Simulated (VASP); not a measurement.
CoSi2 (fluorite type):

```
Co Si
1.0
     0.00000    2.64703    2.64703
     2.64703    0.00000    2.64703
     2.64703    2.64703    0.00000
Co Si
1 2
Direct
  0.00000 0.00000 0.00000
  0.25000 0.25000 0.25000
  0.75000 0.75000 0.75000
```

* Program: VASP 6.6.1
* Task: relaxation of cell and atoms
* Functional: PBE
* Potentials or basis: VASP PAW PBE potentials, release 64 (Co, Si)
* Cutoff: 600 eV
* k mesh: 11 × 11 × 11
* Occupations: fermi-dirac, width 0.1 eV
* Spin: no spin polarisation

At the start: pressure 7.1 GPa; volume 12.36 Å³/atom.

How do energy, volume and symmetry change on relaxing?

Over 3 steps the energy falls by 9.8 meV/atom and the volume is 12.83 Å³/atom (+3.7 %); space group Fm-3m (No. 225, to 0.1 Å) before and after.

Step by step:
```
step  energy change (eV)  largest force (eV/Å)  pressure (GPa)  volume (Å³)
   1              0.0000                0.0000            7.07        37.09
   2              0.0065                0.0000           -6.73        40.10
   3             -0.0293                0.0000           -0.04        38.48
```

Final structure:
```xyz
3
Lattice="0.0000 2.6796 2.6796 2.6796 0.0000 2.6796 2.6796 2.6796 0.0000" Properties=species:S:1:pos:R:3 pbc="T T T"
Co    0.0000    0.0000    0.0000
Si    1.3398    1.3398    1.3398
Si    4.0193    4.0193    4.0193
```

Caveat: an odd number of electrons without spin polarisation forces a metal; a magnetic or distorted state may lie lower.
